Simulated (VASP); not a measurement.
# As (Pm-3m) in VASP: further runs

As is run at these levels: PBE; tasks: single point, relaxation of cell and atoms.

All numbers are computed with VASP 6.6.1; they aren't measurements. Logs are shortened: lines on timing, memory, paths and dates and some standing lists are left out, and cuts for length are marked.

## Step 1: The cell of the first run

The structure is cubic, space group Pm-3m (No. 221). Conventional cell: a = 2.529 Å, b = 2.529 Å, c = 2.529 Å, α = 90.00°, β = 90.00°, γ = 90.00°. As (site symmetry m-3m) has 6 As at 2.53 Å within 3.3 Å.

## Step 2: Single point, PBE

Input file INCAR:

```
SYSTEM = As
ALGO = Normal ; EDIFF = 1E-6
ENCUT = 520 ; GGA = PE
ISIF = 2 ; ISMEAR = -1
LASPH = .TRUE. ; LCHARG = .FALSE.
LREAL = .FALSE. ; LWAVE = .FALSE.
NBANDS = 8 ; NELM = 100
PREC = Accurate ; SIGMA = 0.1
```

Input file KPOINTS:

```
k-points
0
G
  15 15 15
  0 0 0
```

Input file POSCAR:

```
As
1.0
    2.5291893927      0.0000000000      0.0000000000
    0.0000000000      2.5291893927      0.0000000000
    0.0000000000      0.0000000000      2.5291893927
As
1
Direct
    0.0000000000      0.0000000000      0.0000000000
```

Potentials or basis: VASP PAW PBE potentials, release 64 (As).

The run is started by

```bash
$ cat potpaw_PBE.64/As/POTCAR > POTCAR
$ mpirun -np 1 vasp_std > vasp.out
```

OUTCAR:

```text
SYSTEM = As
   EDIFF = 1E-6
   ENCUT = 520
   GGA = PE
   ISIF = 2
   ISMEAR = -1
   LASPH = .TRUE.
   LREAL = .FALSE.
   NELM = 100
   PREC = Accurate

 ion  position               nearest neighbor table
   1  0.000  0.000  0.000-

  LATTYP: Found a simple cubic cell.
 ALAT       =     2.5291893927

  Lattice vectors:

 A1 = (   2.5291893927,   0.0000000000,   0.0000000000)
 A2 = (   0.0000000000,   2.5291893927,   0.0000000000)
 A3 = (   0.0000000000,   0.0000000000,   2.5291893927)

Analysis of symmetry for initial positions (statically):
=====================================================================
 Subroutine PRICEL returns:
 Original cell was already a primitive cell.

 Routine SETGRP: Setting up the symmetry group for a
 simple cubic supercell.

 Subroutine GETGRP returns: Found 48 space group operations
 (whereof 48 operations were pure point group operations)
 out of a pool of 48 trial point group operations.

The static configuration has the point symmetry O_h .

Analysis of symmetry for dynamics (positions and initial velocities):
=====================================================================
 Subroutine PRICEL returns:
 Original cell was already a primitive cell.

 Routine SETGRP: Setting up the symmetry group for a
 simple cubic supercell.

 Subroutine GETGRP returns: Found 48 space group operations
 (whereof 48 operations were pure point group operations)
 out of a pool of 48 trial point group operations.

The dynamic configuration has the point symmetry O_h .

 Subroutine INISYM returns: Found 48 space group operations
 (whereof 48 operations are pure point group operations),
 and found     1 'primitive' translations

----------------------------------------------------------------------------------------

                                     Primitive cell

  volume of cell :      16.1787

  direct lattice vectors                    reciprocal lattice vectors
     2.529189393  0.000000000  0.000000000     0.395383597  0.000000000  0.000000000
     0.000000000  2.529189393  0.000000000     0.000000000  0.395383597  0.000000000
     0.000000000  0.000000000  2.529189393     0.000000000  0.000000000  0.395383597

  length of vectors
     2.529189393  2.529189393  2.529189393     0.395383597  0.395383597  0.395383597

  position of ions in fractional coordinates (direct lattice)
     0.000000000  0.000000000  0.000000000

  ion indices of the primitive-cell ions
   primitive index   ion index
                 1           1

----------------------------------------------------------------------------------------

 KPOINTS: k-points

Automatic generation of k-mesh.
 Grid dimensions read from file:
 generate k-points for:   15   15   15

 Generating k-lattice:

  Cartesian coordinates                     Fractional coordinates (reciprocal lattice)
     0.026358906  0.000000000  0.000000000     0.066666667  0.000000000  0.000000000
     0.000000000  0.026358906  0.000000000     0.000000000  0.066666667  0.000000000
     0.000000000  0.000000000  0.026358906     0.000000000  0.000000000  0.066666667

  Length of vectors
     0.026358906  0.026358906  0.026358906

  Shift w.r.t. Gamma in fractional coordinates (k-lattice)
     0.000000000  0.000000000  0.000000000

 Subroutine IBZKPT returns following result:
 ===========================================

 Found    120 irreducible k-points:

 Following reciprocal coordinates:
            Coordinates               Weight
  0.000000  0.000000  0.000000      1.000000
  0.066667  0.000000  0.000000      6.000000
  0.133333  0.000000  0.000000      6.000000
  0.200000  0.000000  0.000000      6.000000
  0.266667  0.000000  0.000000      6.000000
  0.333333  0.000000  0.000000      6.000000
[... 16 lines left out ...]
  0.266667  0.200000  0.000000     24.000000
  0.333333  0.200000  0.000000     24.000000
 [... further k-points ...]
   k-points           NKPTS =    120   k-points in BZ     NKDIM =    120   number of bands    NBANDS=      8
   number of dos      NEDOS =    301   number of ions     NIONS =      1
   total plane-waves  NPLWV =   8000
   dimension x,y,z NGX =    20 NGY =   20 NGZ =   20
   dimension x,y,z NGXF=    40 NGYF=   40 NGZF=   40
   ions per type =               1
   NGX,Y,Z   is equivalent  to a cutoff of  13.15, 13.15, 13.15 a.u.
   NGXF,Y,Z  is equivalent  to a cutoff of  26.29, 26.29, 26.29 a.u.
 SYSTEM =  As
   PREC   = accura    normal or accurate (medium, high low for compatibility)
   ISTART =      0    job   : 0-new  1-cont  2-samecut
   ICHARG =      2    charge: 1-file 2-atom 10-const
   ISPIN  =      1    spin polarized calculation?
   LNONCOLLINEAR =      F non collinear calculations
   LSORBIT =      F    spin-orbit coupling
   LASPH  =      T    aspherical Exc in radial PAW
   ENCUT  =  520.0 eV  38.22 Ry    6.18 a.u.   4.70  4.70  4.70*2*pi/ulx,y,z
   NELM   =    100;   NELMIN=  2; NELMDL= -5     # of ELM steps
   EDIFF  = 0.1E-05   stopping-criterion for ELM
   LREAL  =      F    real-space projection
[... 7 lines left out ...]
   TEBEG  =    0.0;   TEEND  =   0.0 temperature during run
   PSTRESS=    0.0 pullay stress
   NELECT =       5.0000    total number of electrons
   NUPDOWN=      -1.0000    fix difference up-down
   EMIN   =  10.00;   EMAX   =-10.00  energy-range for DOS
   EFERMI =   0.00;   METHOD = LEGACY
   ISMEAR =    -1;   SIGMA  =   0.10  broadening in eV -4-tet -1-fermi 0-gaus
   EFERMI_NEDOS =   21; number of points for ismear=-14 and -15
   IALGO  =     38    algorithm
   IMIX   =      4    mixing-type and parameters
     AMIX     =   0.40;   BMIX     =  1.00
     AMIX_MAG =   1.60;   BMIX_MAG =  1.00
  volume/ion in A,a.u.               =      16.18       109.18
  Fermi-wavevector in a.u.,A,eV,Ry     =   1.106837  2.091618 16.668322  1.225087
  Thomas-Fermi vector in A             =   2.243343
   LORBIT       =      0    0 simple, 1 ext, 2 COOP (PROOUT), +10 PAW based schemes
   GGA     = PE    functional components
   LHFCALC =     F    Hartree Fock is set to
   AEXX    =    0.0000 exact exchange contribution
   IVDW    =     0    specifies the selected vdW correction
   LEPSILON=     F    determine dielectric tensor
   LRPA    =     F    only Hartree local field effects (RPA)
 non-spin polarized calculation
  energy-cutoff  :      520.00
  volume of cell :       16.18
 maximum number of plane-waves:       461
 NGX is ok and might be reduce to    20
   NGX =  9   NGY =  9   NGZ =  9

 number of electron       5.0000002 magnetization

 Free energy of the ion-electron system (eV)
  ---------------------------------------------------
  ext. energy  EPLUGINS =         0.00000000
  ---------------------------------------------------
  free energy    TOTEN  =        -4.23846522 eV

  energy without entropy =       -4.22561147  energy(sigma->0) =       -4.23203835

 E-fermi :   8.5775     XC(G=0): -11.3313

 val. band max:        8.5708509814   @ k =   0.2000   0.2000   0.0667
 cond. band min:       8.6988805704   @ k =   0.4667   0.2667   0.1333
 fundamental gap:      0.1280295890
 Fermi energy:         8.5775182915

 k-point     1 :       0.0000    0.0000    0.0000
  band No.  band energies     occupation
      1      -8.5564      2.00000
      2      13.4153      0.00000
      3      13.4153      0.00000
      4      13.4153      0.00000
      5      17.1363      0.00000
      6      17.1363      0.00000
      7      20.8716      0.00000
      8      36.0875      0.00000

 k-point     2 :       0.0667    0.0000    0.0000
  band No.  band energies     occupation
      1      -8.4577      2.00000
      2      11.9708      0.00000
      3      13.5078      0.00000
      4      13.5078      0.00000
      5      17.2204      0.00000
      6      18.2885      0.00000
      7      21.3990      0.00000
      8      34.5868      0.00000

 k-point     3 :       0.1333    0.0000    0.0000
  band No.  band energies     occupation
      1      -8.1626      2.00000
      2       9.5638      0.00010
      3      13.7809      0.00000
      4      13.7809      0.00000
      5      17.4708      0.00000
      6      19.4952      0.00000
      7      23.2875      0.00000
      8      32.3215      0.00000

 k-point     4 :       0.2000    0.0000    0.0000
  band No.  band energies     occupation
      1      -7.6754      2.00000
      2       7.1375      2.00000
      3      14.2200      0.00000
      4      14.2200      0.00000
      5      17.8806      0.00000
      6      20.2374      0.00000
      7      26.0208      0.00000
      8      30.1299      0.00000

 k-point     5 :       0.2667    0.0000    0.0000
  band No.  band energies     occupation
      1      -7.0064      2.00000
      2       4.8590      2.00000
      3      14.7956      0.00000
      4      14.7956      0.00000
      5      18.4338      0.00000
      6      20.9579      0.00000
      7      28.1313      0.00000
      8      28.1313      0.00000
[... 177 lines left out ...]
 k-point    22 :       0.2000    0.2000    0.0000
  band No.  band energies     occupation
      1      -6.7948      2.00000
      2       7.5012      1.99996
      3       8.4950      1.39055
      4      15.0237      0.00000
      5      19.7309      0.00000
      6      23.0478      0.00000
      7      26.0978      0.00000
      8      27.9382      0.00000

 k-point    23 :       0.2667    0.2000    0.0000
  band No.  band energies     occupation
      1      -6.1259      2.00000
      2       5.6297      2.00000
      3       8.7078      0.42722
      4      15.5984      0.00000
      5      19.9228      0.00000
      6      21.5499      0.00000
      7      27.3221      0.00000
      8      28.8534      0.00000

 k-point    24 :       0.3333    0.2000    0.0000
  band No.  band energies     occupation
      1      -5.3014      2.00000
      2       3.6164      2.00000
      3       9.3926      0.00058
      4      16.2524      0.00000
      5      18.8222      0.00000
      6      21.6260      0.00000
      7      27.1389      0.00000
      8      27.5503      0.00000

 [... further k-points ...]
[... 5 lines left out ...]
  --------------------------------------------------------------------------------------
  -------------------------------------------------------------------------------------
  Total        3.1119581      3.1119581      3.1119581     -0.0000000     -0.0000000      0.0000000
  in kB      308.1770301    308.1770301    308.1770301     -0.0000000     -0.0000000      0.0000000
  external PRESSURE =     308.1770301 kB  Pullay stress =       0.0000000 kB

 VOLUME and BASIS-vectors are now :
 -----------------------------------------------------------------------------
  energy-cutoff  :      520.00
  volume of cell :       16.18
      direct lattice vectors                 reciprocal lattice vectors
     2.529189393  0.000000000  0.000000000     0.395383597  0.000000000  0.000000000
     0.000000000  2.529189393  0.000000000     0.000000000  0.395383597  0.000000000
     0.000000000  0.000000000  2.529189393     0.000000000  0.000000000  0.395383597

 POSITION                                       TOTAL-FORCE (eV/Angst)
 -----------------------------------------------------------------------------------
      0.00000      0.00000      0.00000         0.000000      0.000000      0.000000
 -----------------------------------------------------------------------------------
    total drift:                               -0.000000     -0.000000      0.000000

  FREE ENERGIE OF THE ION-ELECTRON SYSTEM (eV)
  ---------------------------------------------------
  free  energy   TOTEN  =        -4.2384652228 eV

  energy  without entropy=       -4.2256114717  energy(sigma->0) =       -4.23203835
```

Wall time 10 s (1 thread of Intel Xeon 8259CL, shared host); peak memory 0.13 GiB.

Results:

```yaml
Free_energy: -4.2385 eV
Pressure: 30.8 GPa
```

Levels at points of the mesh, in eV from the Fermi level:
| k point | band 1 | band 2 | band 3 | band 4 | band 5 | band 6 | band 7 |
| --- | --- | --- | --- | --- | --- | --- | --- |
| (0.00, 0.00, 0.00) | -17.13 | 4.84 | 4.84 | 4.84 | 8.56 | 8.56 | 12.29 |

(Continued in part 2 of 2.)
